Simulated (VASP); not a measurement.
# ZnSe (Stilleite) (F-43m) in VASP: a series of runs

The runs below take ZnSe (Stilleite) through relaxation of cell and atoms, with PBEsol.

Everything below comes from runs of VASP 6.6.1. Logs are shortened: lines on timing, memory, paths and dates and some standing lists are left out, and cuts for length are marked.

## 1. The cell of the first run

Symmetry: F-43m, No. 216, cubic system. The conventional cell has a = 5.668 Å, b = 5.668 Å, c = 5.668 Å, α = 90.00°, β = 90.00°, γ = 90.00°. Se (site symmetry -43m) has 4 Zn at 2.45 Å within 3.2 Å. Zn (site symmetry -43m) has 4 Se at 2.45 Å within 3.2 Å.

## 2. Relaxation of cell and atoms, PBEsol

File INCAR:

```
SYSTEM = ZnSe
ALGO = Normal ; EDIFF = 1E-6
EDIFFG = -0.005 ; ENCUT = 600
GGA = PS ; IBRION = 2
ISIF = 3 ; ISMEAR = -1
LASPH = .TRUE. ; LCHARG = .FALSE.
LREAL = .FALSE. ; LWAVE = .FALSE.
NELM = 100 ; NSW = 80
PREC = Accurate ; SIGMA = 0.05
```

File KPOINTS:

```
k-points
0
G
  8 8 8
  0 0 0
```

File POSCAR:

```
ZnSe
1.0
    0.0000000000      2.8338000000      2.8338000000
    2.8338000000      0.0000000000      2.8338000000
    2.8338000000      2.8338000000      0.0000000000
Se Zn
1 1
Direct
    0.7500000000      0.7500000000      0.7500000000
    0.0000000000      0.0000000000      0.0000000000
```

Potentials or basis: VASP PAW PBE potentials, release 64 (Se, Zn).

The run is started by

```console
$ cat potpaw_PBE.64/Se/POTCAR potpaw_PBE.64/Zn/POTCAR > POTCAR
$ mpirun -np 1 vasp_std > vasp.out
```

OUTCAR:

```text
SYSTEM = ZnSe
   EDIFF = 1E-6
   EDIFFG = -0.005
   ENCUT = 600
   GGA = PS
   IBRION = 2
   ISIF = 3
   ISMEAR = -1
   LASPH = .TRUE.
   LREAL = .FALSE.
   NELM = 100
   NSW = 80
   PREC = Accurate

 ion  position               nearest neighbor table
   1  0.750  0.750  0.750-   2 2.45   2 2.45   2 2.45   2 2.45
   2  0.000  0.000  0.000-   1 2.45   1 2.45   1 2.45   1 2.45

  LATTYP: Found a face centered cubic cell.
 ALAT       =     5.6676000000

  Lattice vectors:

 A1 = (   0.0000000000,   2.8338000000,   2.8338000000)
 A2 = (   2.8338000000,   0.0000000000,   2.8338000000)
 A3 = (   2.8338000000,   2.8338000000,   0.0000000000)

Analysis of symmetry for initial positions (statically):
=====================================================================
 Subroutine PRICEL returns:
 Original cell was already a primitive cell.

 Routine SETGRP: Setting up the symmetry group for a
 face centered cubic supercell.

 Subroutine GETGRP returns: Found 24 space group operations
 (whereof 24 operations were pure point group operations)
 out of a pool of 48 trial point group operations.

The static configuration has the point symmetry T_d .

Analysis of symmetry for dynamics (positions and initial velocities):
=====================================================================
 Subroutine PRICEL returns:
 Original cell was already a primitive cell.

 Routine SETGRP: Setting up the symmetry group for a
 face centered cubic supercell.

 Subroutine GETGRP returns: Found 24 space group operations
 (whereof 24 operations were pure point group operations)
 out of a pool of 48 trial point group operations.

The dynamic configuration has the point symmetry T_d .

 Subroutine INISYM returns: Found 24 space group operations
 (whereof 24 operations are pure point group operations),
 and found     1 'primitive' translations

----------------------------------------------------------------------------------------

                                     Primitive cell

  volume of cell :      45.5132

  direct lattice vectors                    reciprocal lattice vectors
     0.000000000  2.833800000  2.833800000    -0.176441527  0.176441527  0.176441527
     2.833800000  0.000000000  2.833800000     0.176441527 -0.176441527  0.176441527
     2.833800000  2.833800000  0.000000000     0.176441527  0.176441527 -0.176441527

  length of vectors
     4.007598393  4.007598393  4.007598393     0.305605690  0.305605690  0.305605690

  position of ions in fractional coordinates (direct lattice)
     0.750000000  0.750000000  0.750000000
     0.000000000  0.000000000  0.000000000

  ion indices of the primitive-cell ions
   primitive index   ion index
                 1           1
                 2           2

----------------------------------------------------------------------------------------

 KPOINTS: k-points

Automatic generation of k-mesh.
 Grid dimensions read from file:
 generate k-points for:    8    8    8

 Generating k-lattice:

  Cartesian coordinates                     Fractional coordinates (reciprocal lattice)
    -0.022055191  0.022055191  0.022055191     0.125000000  0.000000000  0.000000000
     0.022055191 -0.022055191  0.022055191     0.000000000  0.125000000  0.000000000
     0.022055191  0.022055191 -0.022055191     0.000000000  0.000000000  0.125000000

  Length of vectors
     0.038200711  0.038200711  0.038200711

  Shift w.r.t. Gamma in fractional coordinates (k-lattice)
     0.000000000  0.000000000  0.000000000

 Subroutine IBZKPT returns following result:
 ===========================================

 Found     29 irreducible k-points:

 Following reciprocal coordinates:
            Coordinates               Weight
  0.000000  0.000000  0.000000      1.000000
  0.125000  0.000000  0.000000      8.000000
  0.250000  0.000000  0.000000      8.000000
  0.375000  0.000000  0.000000      8.000000
  0.500000  0.000000  0.000000      4.000000
  0.125000  0.125000  0.000000      6.000000
[... 16 lines left out ...]
  0.500000  0.250000  0.125000     48.000000
 -0.375000  0.250000  0.125000     24.000000
 [... further k-points ...]
   k-points           NKPTS =     29   k-points in BZ     NKDIM =     29   number of bands    NBANDS=     13
   number of dos      NEDOS =    301   number of ions     NIONS =      2
   total plane-waves  NPLWV =  32768
   dimension x,y,z NGX =    32 NGY =   32 NGZ =   32
   dimension x,y,z NGXF=    64 NGYF=   64 NGZF=   64
   ions per type =               1   1
   NGX,Y,Z   is equivalent  to a cutoff of  13.27, 13.27, 13.27 a.u.
   NGXF,Y,Z  is equivalent  to a cutoff of  26.55, 26.55, 26.55 a.u.
 SYSTEM =  ZnSe
   PREC   = accura    normal or accurate (medium, high low for compatibility)
   ISTART =      0    job   : 0-new  1-cont  2-samecut
   ICHARG =      2    charge: 1-file 2-atom 10-const
   ISPIN  =      1    spin polarized calculation?
   LNONCOLLINEAR =      F non collinear calculations
   LSORBIT =      F    spin-orbit coupling
   LASPH  =      T    aspherical Exc in radial PAW
   ENCUT  =  600.0 eV  44.10 Ry    6.64 a.u.   8.00  8.00  8.00*2*pi/ulx,y,z
   NELM   =    100;   NELMIN=  2; NELMDL= -5     # of ELM steps
   EDIFF  = 0.1E-05   stopping-criterion for ELM
   LREAL  =      F    real-space projection
   EDIFFG = -.5E-02   stopping-criterion for IOM
   NSW    =     80    number of steps for IOM
   IBRION =      2    ionic relax: 0-MD 1-quasi-New 2-CG
   NFREE  =      1    steps in history (QN), initial steepest desc. (CG)
   ISIF   =      3    stress and relaxation
   ISYM   =      2    0-nonsym 1-usesym 2-fastsym
   POTIM  = 0.5000    time-step for ionic-motion
   TEBEG  =    0.0;   TEEND  =   0.0 temperature during run
   PSTRESS=    0.0 pullay stress
   NELECT =      18.0000    total number of electrons
   NUPDOWN=      -1.0000    fix difference up-down
   EMIN   =  10.00;   EMAX   =-10.00  energy-range for DOS
   EFERMI =   0.00;   METHOD = LEGACY
   ISMEAR =    -1;   SIGMA  =   0.05  broadening in eV -4-tet -1-fermi 0-gaus
   EFERMI_NEDOS =   21; number of points for ismear=-14 and -15
   IALGO  =     38    algorithm
   IMIX   =      4    mixing-type and parameters
     AMIX     =   0.40;   BMIX     =  1.00
     AMIX_MAG =   1.60;   BMIX_MAG =  1.00
  volume/ion in A,a.u.               =      22.76       153.57
  Fermi-wavevector in a.u.,A,eV,Ry     =   1.201673  2.270834 19.647073  1.444019
  Thomas-Fermi vector in A             =   2.337476
   LORBIT       =      0    0 simple, 1 ext, 2 COOP (PROOUT), +10 PAW based schemes
   GGA     = PS    functional components
   LHFCALC =     F    Hartree Fock is set to
   AEXX    =    0.0000 exact exchange contribution
   IVDW    =     0    specifies the selected vdW correction
   LEPSILON=     F    determine dielectric tensor
   LRPA    =     F    only Hartree local field effects (RPA)
 conjugate gradient relaxation of ions
 non-spin polarized calculation
  energy-cutoff  :      600.00
  volume of cell :       45.51
 maximum number of plane-waves:      1540
   NGX = 17   NGY = 17   NGZ = 17

--------------------------------------- Ionic step        1  -------------------------------------------

 number of electron      17.9999991 magnetization

 Free energy of the ion-electron system (eV)
  ---------------------------------------------------
  ext. energy  EPLUGINS =         0.00000000
  ---------------------------------------------------
  free energy    TOTEN  =        -6.77138295 eV

  energy without entropy =       -6.77138286  energy(sigma->0) =       -6.77138291

------------------------ aborting loop because EDIFF is reached ----------------------------------------

  FORCE on cell =-STRESS in cart. coord.  units (eV):
  Direction    XX          YY          ZZ          XY          YZ          ZX
  --------------------------------------------------------------------------------------
  -------------------------------------------------------------------------------------
  Total       -0.2579521     -0.2579521     -0.2579521      0.0000000      0.0000000     -0.0000000
  in kB       -9.0805466     -9.0805466     -9.0805466      0.0000000      0.0000000     -0.0000000
  external PRESSURE =      -9.0805466 kB  Pullay stress =       0.0000000 kB

 VOLUME and BASIS-vectors are now :
 -----------------------------------------------------------------------------
  energy-cutoff  :      600.00
  volume of cell :       45.51
      direct lattice vectors                 reciprocal lattice vectors
     0.000000000  2.833800000  2.833800000    -0.176441527  0.176441527  0.176441527
     2.833800000  0.000000000  2.833800000     0.176441527 -0.176441527  0.176441527
     2.833800000  2.833800000  0.000000000     0.176441527  0.176441527 -0.176441527
[... 37 lines left out ...]
 POSITION                                       TOTAL-FORCE (eV/Angst)
 -----------------------------------------------------------------------------------
      4.22425      4.22425      4.22425         0.000000      0.000000      0.000000
      2.81617     -0.00000      2.81617        -0.000000     -0.000000     -0.000000
 -----------------------------------------------------------------------------------
    total drift:                               -0.000000     -0.000000     -0.000000

  FREE ENERGIE OF THE ION-ELECTRON SYSTEM (eV)
  ---------------------------------------------------
  free  energy   TOTEN  =        -6.7730724840 eV

  energy  without entropy=       -6.7730724429  energy(sigma->0) =       -6.77307246

--------------------------------------- Ionic step        3  -------------------------------------------

 number of electron      17.9999986 magnetization

 Free energy of the ion-electron system (eV)
  ---------------------------------------------------
  ext. energy  EPLUGINS =         0.00000000
  ---------------------------------------------------
  free energy    TOTEN  =        -6.77324115 eV

  energy without entropy =       -6.77324110  energy(sigma->0) =       -6.77324112

 E-fermi :   2.2551     XC(G=0):  -9.5897

 val. band max:        1.6082347562   @ k =   0.0000   0.0000   0.0000
 cond. band min:       2.8344927945   @ k =   0.0000   0.0000   0.0000
 fundamental gap:      1.2262580383
 Fermi energy:         2.2551485727

 k-point     1 :       0.0000    0.0000    0.0000
  band No.  band energies     occupation
      1     -11.7685      2.00000
      2      -5.0013      2.00000
      3      -5.0013      2.00000
      4      -5.0013      2.00000
      5      -4.6170      2.00000
      6      -4.6170      2.00000
      7       1.6082      2.00000
      8       1.6082      2.00000
      9       1.6082      2.00000
     10       2.8345      0.00002
     11       7.3353      0.00000
     12       7.3353      0.00000
     13       7.3353      0.00000

 k-point     2 :       0.1250    0.0000    0.0000
  band No.  band energies     occupation
      1     -11.6642      2.00000
      2      -4.9964      2.00000
      3      -4.9848      2.00000
      4      -4.9848      2.00000
      5      -4.6185      2.00000
      6      -4.6185      2.00000
      7       0.2489      2.00000
      8       1.4502      2.00000
      9       1.4502      2.00000
     10       3.8445      0.00000
     11       7.2726      0.00000
[... 339 lines left out ...]
 k-point    24 :      -0.3750    0.2500    0.1250
  band No.  band energies     occupation
      1     -10.8096      2.00000
      2      -4.8969      2.00000
      3      -4.8562      2.00000
      4      -4.6529      2.00000
      5      -4.6102      2.00000
      6      -4.4010      2.00000
      7      -3.4113      2.00000
      8      -0.8845      2.00000
      9       0.0901      2.00000
     10       5.8074      0.00000
     11       7.0234      0.00000
     12       8.9811      0.00000
     13      10.2159      0.00000

 [... further k-points ...]

------------------------ aborting loop because EDIFF is reached ----------------------------------------

  FORCE on cell =-STRESS in cart. coord.  units (eV):
  Direction    XX          YY          ZZ          XY          YZ          ZX
  --------------------------------------------------------------------------------------
  -------------------------------------------------------------------------------------
  Total        0.0026164      0.0026164      0.0026164     -0.0000000      0.0000000     -0.0000000
  in kB        0.0933979      0.0933979      0.0933979     -0.0000000      0.0000000     -0.0000000
  external PRESSURE =       0.0933979 kB  Pullay stress =       0.0000000 kB

 VOLUME and BASIS-vectors are now :
 -----------------------------------------------------------------------------
  energy-cutoff  :      600.00
  volume of cell :       44.88
      direct lattice vectors                 reciprocal lattice vectors
    -0.000000000  2.820664803  2.820664803    -0.177263176  0.177263176  0.177263176
     2.820664803 -0.000000000  2.820664803     0.177263176 -0.177263176  0.177263176
     2.820664803  2.820664803 -0.000000000     0.177263176  0.177263176 -0.177263176

 POSITION                                       TOTAL-FORCE (eV/Angst)
 -----------------------------------------------------------------------------------
      4.23100      4.23100      4.23100        -0.000000     -0.000000     -0.000000
      0.00000      0.00000      0.00000         0.000000      0.000000      0.000000
 -----------------------------------------------------------------------------------
    total drift:                               -0.000001     -0.000001     -0.000000

  FREE ENERGIE OF THE ION-ELECTRON SYSTEM (eV)
  ---------------------------------------------------
  free  energy   TOTEN  =        -6.7732411453 eV

  energy  without entropy=       -6.7732410958  energy(sigma->0) =       -6.77324112

 reached required accuracy - stopping structural energy minimisation
```

It took 27 s on 1 thread of Intel Xeon 6975P-C, shared host; peak memory 0.2 GiB.

What came out:

| Property | Result |
| --- | --- |
| Free energy | -6.7732 eV |
| Relaxed volume | 22.44 Å³/atom |
| Relaxed cell | a = 3.989 Å, b = 3.989 Å, c = 3.989 Å, α = 60.00°, β = 60.00°, γ = 60.00° |
| Space group after relaxing (to 0.05 Å) | F-43m (No. 216) |
| Energy gained by relaxing | 0.9 meV/atom |
| Ionic steps | 3 |
| Pressure after relaxing | 0.0 GPa |
| Band gap on the k mesh | 1.23 eV, direct |

Step by step:
```csv
step,energy change (eV),largest force (eV/Å),pressure (GPa),volume (Å³)
1,0.0000,0.0000,-0.91,45.51
2,-0.0017,0.0000,0.45,44.67
3,-0.0019,0.0000,0.01,44.88
```

Final structure:
```yaml
crystal:
  lattice:
    - [0.00000, 2.82066, 2.82066]
    - [2.82066, 0.00000, 2.82066]
    - [2.82066, 2.82066, 0.00000]
  atoms:
    - { symbol: Se, position: [0.75000, 0.75000, 0.75000] }
    - { symbol: Zn, position: [0.00000, 0.00000, 0.00000] }
```

Caveat: the PAW data sets were made with another functional, which shifts forces and pressure a little. Expect the measured gap to be larger: semilocal functionals such as PBEsol lack the derivative discontinuity.

## 3. Relaxation of cell and atoms, PBEsol, target pressure 5 GPa, at which the enthalpy is minimised

File INCAR:

```
PREC = Accurate ; ENCUT = 600
EDIFF = 1E-6 ; ISMEAR = -1
SIGMA = 0.05 ; LREAL = False
LASPH = True ; NELM = 80
ALGO = Normal ; ISIF = 3
LWAVE = False ; LCHARG = False
GGA = PS ; IBRION = 2
NSW = 80 ; EDIFFG = -0.005
PSTRESS = 50.0
```

File KPOINTS:

```
regular mesh
0
Gamma
  8 8 8
```

POSCAR is that of step 2.

Potentials or basis: VASP PAW PBE potentials, release 64 (Se, Zn).

The run is started by

```console
$ cat potpaw_PBE.64/Se/POTCAR potpaw_PBE.64/Zn/POTCAR > POTCAR
$ mpirun -np 1 vasp_std > vasp.out
```

It took 27 s on 1 thread of Intel Xeon 6975P-C, shared host; peak memory 0.2 GiB.

Results (log left out):

```
Free energy                                            : -6.7314 eV
Relaxed volume                                         : 21.00 Å³/atom
Relaxed cell                                           : a = 3.902 Å, b = 3.902 Å, c = 3.902 Å, α = 60.00°, β = 60.00°, γ = 60.00°
Space group after relaxing (to 0.05 Å)                 : F-43m (No. 216)
Energy change on relaxing (the enthalpy is what falls) : +20.0 meV/atom
Ionic steps                                            : 3
Pressure after relaxing                                : 5.0 GPa
Band gap on the k mesh                                 : 1.50 eV, direct
```

Step by step:
```csv
step,energy change (eV),largest force (eV/Å),pressure (GPa),volume (Å³)
1,0.0000,0.0000,-0.91,45.51
2,0.1182,0.0000,9.09,40.21
3,0.0400,0.0000,5.00,42.00
```

Final structure:
```xyz
2
Lattice="0.0000 2.7589 2.7589 2.7589 0.0000 2.7589 2.7589 2.7589 0.0000" Properties=species:S:1:pos:R:3 pbc="T T T"
Se    4.1383    4.1383    4.1383
Zn    0.0000    0.0000    0.0000
```

Levels at points of the mesh, in eV from the valence-band top:
```
           k point  band 5  band 6  band 7  band 8  band 9  band 10  band 11  band 12  band 13
(0.00, 0.00, 0.00)   -6.44   -6.44    0.00    0.00    0.00     1.50     5.69     5.69     5.69
(0.50, 0.00, 0.00)   -6.42   -6.25   -5.83   -1.00   -1.00     2.58     6.27     6.27     8.59
(0.50, 0.50, 0.00)   -6.38   -6.23   -5.15   -2.52   -2.52     2.64     3.34    11.23    11.73
```

Caveat: the cell is relaxed towards a set pressure, so the enthalpy falls and the energy may rise; the PAW data sets were made with another functional, which shifts forces and pressure a little.
